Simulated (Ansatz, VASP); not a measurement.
This is a calculation of CoSi for VASP 6.6.1.

File INCAR:

```
SYSTEM = CoSi
PREC = Accurate
ENCUT = 520
EDIFF = 1E-6
ISMEAR = -1
SIGMA = 0.05
LREAL = .FALSE.
LASPH = .TRUE.
NELM = 150
ALGO = Normal
ISIF = 2
LWAVE = .FALSE.
LCHARG = .FALSE.
ISPIN = 2
MAGMOM = 3 3 3 3 0 0 0 0
LORBIT = 11
NUPDOWN = 12.0
LMAXMIX = 4
GGA = PS
NBANDS = 40
```

File KPOINTS:

```
Automatic mesh
0
G
  5 5 5
  0 0 0
```

POSCAR

```
CoSi
1.0
    4.4380000000      0.0000000000      0.0000000000
    0.0000000000      4.4380000000      0.0000000000
    0.0000000000      0.0000000000      4.4380000000
Co Si
4 4
Direct
    0.8600000000      0.6400000000      0.3600000000
    0.6400000000      0.3600000000      0.8600000000
    0.3600000000      0.8600000000      0.6400000000
    0.1400000000      0.1400000000      0.1400000000
    0.1570000000      0.3430000000      0.6570000000
    0.3430000000      0.6570000000      0.1570000000
    0.6570000000      0.1570000000      0.3430000000
    0.8430000000      0.8430000000      0.8430000000
```

Potentials or basis: VASP PAW PBE potentials, release 64 (Co, Si).

Command:

```sh
$ cat potpaw_PBE.64/Co/POTCAR potpaw_PBE.64/Si/POTCAR > POTCAR
$ mpirun -np 1 vasp_std > vasp.out
```

Task: Set up the same calculation for Ansatz 0.2.0. Potentials there: Ansatz PAW.

Result: As run (the cutoff follows the program's own potentials):

File input.yaml:

```yaml
crystal:
  lattice:
    - [4.438, 0.0, 0.0]
    - [0.0, 4.438, 0.0]
    - [0.0, 0.0, 4.438]
  atoms:
    - { symbol: Co, position: [0.86, 0.64, 0.36], spin: 3.0 }
    - { symbol: Co, position: [0.64, 0.36, 0.86], spin: 3.0 }
    - { symbol: Co, position: [0.36, 0.86, 0.64], spin: 3.0 }
    - { symbol: Co, position: [0.14, 0.14, 0.14], spin: 3.0 }
    - { symbol: Si, position: [0.157, 0.343, 0.657] }
    - { symbol: Si, position: [0.343, 0.657, 0.157] }
    - { symbol: Si, position: [0.657, 0.157, 0.343] }
    - { symbol: Si, position: [0.843, 0.843, 0.843] }
hamiltonian:
  xc: pbesol
  pseudopotentials: { kind: paw }
magnetization:
  spin_polarized: true
  initial_magnetization: 12.0
  spin_locking: { lock_magnetization: hard }
kpoints:
  mp_grid: { grid: [5, 5, 5] }
scf:
  occupations: { method: fermi_dirac, width: 0.05 }
  lower_state_search: "off"
output:
  forces: true
  stress: true
  eigenvalues: true
```

Potentials or basis: Ansatz PAW.

Run with:

```console
$ ansatz run input.yaml --threads 4 --pin off --max-ram 11264MiB --backend cpu --events-out ev --progress --plain --runs-dir out
```

Both were run:

|  | VASP | Ansatz | Ansatz less VASP |
| --- | --- | --- | --- |
| rms of the force components (eV/Å) | 0.368 | 0.365 | -0.0022 |
| net moment per atom (μB) | 1.50 | 1.50 | 0.000 |
| size of the moment on the site where the two differ most (μB) | 2.35 | 2.27 | -0.082 |

VASP's potentials were made for PBE, not for PBEsol. Site moments also hang on the region over which each program counts them. Atom by atom the forces differ by 0.006 eV/Å (rms over components). VASP's potentials hold 52 valence electrons a cell and Ansatz's 84, so a difference there can come from the potentials and not from the codes.
